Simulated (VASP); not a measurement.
# HfN (lda): single point with LDA

The system is HfN (lda).

```
Hf N
1.0
     0.00000    2.25586    2.25586
     2.25586    0.00000    2.25586
     2.25586    2.25586    0.00000
Hf N
1 1
Direct
  0.00000 0.00000 0.00000
  0.50000 0.50000 0.50000
```

```json
{"Program": "VASP 6.6.1", "Task": "single point", "Functional": "LDA", "Potentials or basis": "VASP PAW LDA potentials, release 64 (Hf_pv, N)", "Cutoff": "520 eV", "k mesh": "8 × 8 × 8", "Occupations": "gaussian, width 0.1 eV", "Spin": "no spin polarisation"}
```

```json
{
  "Pressure": "-9.3 GPa"
}
```

Levels at points of the mesh, in eV from the Fermi level:
| k point | band 5 | band 6 | band 7 | band 8 | band 9 | band 10 | band 11 | band 12 |
| --- | --- | --- | --- | --- | --- | --- | --- | --- |
| (0.00, 0.00, 0.00) | -2.93 | -2.93 | -2.93 | -0.38 | -0.38 | -0.38 | 1.93 | 1.93 |
| (0.50, 0.00, 0.00) | -8.84 | -6.15 | -6.15 | 3.31 | 3.69 | 3.69 | 4.59 | 8.88 |
| (0.50, 0.50, 0.00) | -5.27 | -3.83 | -3.58 | -3.58 | 4.07 | 5.53 | 5.53 | 5.73 |

It took 10 s on 1 thread of Intel(R) Xeon(R) Platinum 8259CL CPU @ 2.50GHz (Skylake/Cascade Lake), with other jobs on the host, peak memory 0.13 GiB.

Caveat: spin-orbit coupling is left out, which moves the levels of the heavy elements.
